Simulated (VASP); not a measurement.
Here is a VASP 6.6.1 calculation.

File INCAR:

```
SYSTEM = Cs
PREC = Accurate
ENCUT = 520
EDIFF = 1E-7
ISMEAR = -1
SIGMA = 0.1
LREAL = .FALSE.
LASPH = .TRUE.
NELM = 100
ALGO = Normal
ISIF = 2
LWAVE = .FALSE.
LCHARG = .FALSE.
GGA = PS
NBANDS = 10
```

KPOINTS

```
Automatic mesh
0
G
  7 7 7
  0 0 0
```

Contents of POSCAR:

```
Cs
1.0
    5.1121105002      0.0000000000      0.0000000000
    0.0000000000      5.1121105002      0.0000000000
    0.0000000000      0.0000000000      5.1121105002
Cs
1
Direct
    0.0000000000      0.0000000000      0.0000000000
```

Potentials or basis: VASP PAW PBE potentials, release 64 (Cs_sv).

Launch:

```console
$ cat potpaw_PBE.64/Cs_sv/POTCAR > POTCAR
$ mpirun -np 1 vasp_std > vasp.out
```

(1) Predict the band gap on the k mesh.

(2) Estimate the pressure.

Results:

(1) zero (an odd number of electrons rules out a gap without spin polarisation).

(2) -0.2 GPa.

Caveat: the PAW data sets were made with another functional, which shifts forces and pressure a little; spin-orbit coupling is left out, which moves the levels of the heavy elements.
